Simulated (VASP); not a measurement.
Input of a VASP 6.6.1 run:

INCAR

```
PREC     = Accurate       # precision mode
ENCUT    = 520            # plane-wave cutoff, eV
EDIFF    = 1E-7           # SCF threshold, eV
ISMEAR   = 0              # smearing method
SIGMA    = 0.1            # smearing width, eV
LREAL    = F              # projectors in reciprocal space
LASPH    = T              # aspherical terms in the spheres
NELM     = 150            # most SCF steps
ALGO     = Normal         # electronic algorithm
ISIF     = 2              # what is computed and relaxed
LWAVE    = F              # write WAVECAR
LCHARG   = T              # write CHGCAR
ISPIN    = 2              # spin polarisation
MAGMOM   = 0 0 0 0 0 1    # initial moments
LORBIT   = 11             # projections on sites
GGA      = PE             # functional
LELF     = T              # ELF
LVHAR    = T            
NBANDS   = 46             # bands
```

The input KPOINTS:

```
Automatic mesh
0
Gamma
  4 4 4
```

POSCAR

```
Zn5O
1.0
    0.0000000000      3.3788621100      3.3788621100
    3.3788621100      0.0000000000      3.3788621100
    3.3788621100      3.3788621100      0.0000000000
Zn O
5 1
Direct
    0.2500000000      0.2500000000      0.2500000000
    0.1283094900      0.6238968400      0.6238968400
    0.6238968400      0.6238968400      0.6238968400
    0.6238968400      0.6238968400      0.1283094900
    0.6238968400      0.1283094900      0.6238968400
    0.0000000000      0.0000000000      0.0000000000
```

Potentials or basis: VASP PAW PBE potentials, release 64 (Zn, O).

Command:

```sh
$ cat potpaw_PBE.64/Zn/POTCAR potpaw_PBE.64/O/POTCAR > POTCAR
$ mpirun -np 1 vasp_std > vasp.out
```

(1) Predict the largest force.

(2) Estimate the net moment.

(3) Estimate the band gap on the k mesh.

Results:

(1) 0.582 eV/Å.

(2) 0.00 μB per cell.

(3) zero (filled and empty bands overlap).

Caveat: the k points lie up to 0.40 Å⁻¹ apart, too coarse for converged energies and pressures of a metal; semilocal functionals underestimate gaps, and a narrow one can read as zero.
